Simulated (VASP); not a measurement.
Input of a VASP 6.6.1 run:

Contents of INCAR:

```
  PREC = Accurate
  ENCUT = 520
  EDIFF = 1E-8
  ISMEAR = -1
  SIGMA = 0.02
  LREAL = False
  LASPH = True
  NELM = 100
  ALGO = Normal
  ISIF = 2
  LWAVE = False
  LCHARG = False
  LEFG = True
  NBANDS = 24
```

File KPOINTS:

```
Automatic mesh
0
Gamma
  6 6 6
```

File POSCAR:

```
ScF3
1.0
    3.9305402819      0.0000000000      0.0000000000
    0.0000000000      3.9305402819      0.0000000000
    0.0000000000      0.0000000000      3.9305402819
Sc F
1 3
Direct
    0.0000000000      0.0000000000      0.0000000000
    0.5000000000      0.0000000000      0.0000000000
    0.0000000000      0.5000000000      0.0000000000
    0.0000000000      0.0000000000      0.5000000000
```

Potentials or basis: VASP PAW LDA potentials, release 64 (Sc_sv, F).

Run with:

```console
$ cat potpaw_LDA.64/Sc_sv/POTCAR potpaw_LDA.64/F/POTCAR > POTCAR
$ mpirun -np 1 vasp_std > vasp.out
```

(1) Estimate the pressure.

(2) What does it give for the band gap on the k mesh?

Results:

(1) 4.6 GPa.

(2) 6.49 eV, indirect (least direct gap 7.02 eV).

Caveat: without QUAD_EFG the Cq values of the log hold for a quadrupole moment of 1 mb, not for the nuclei.
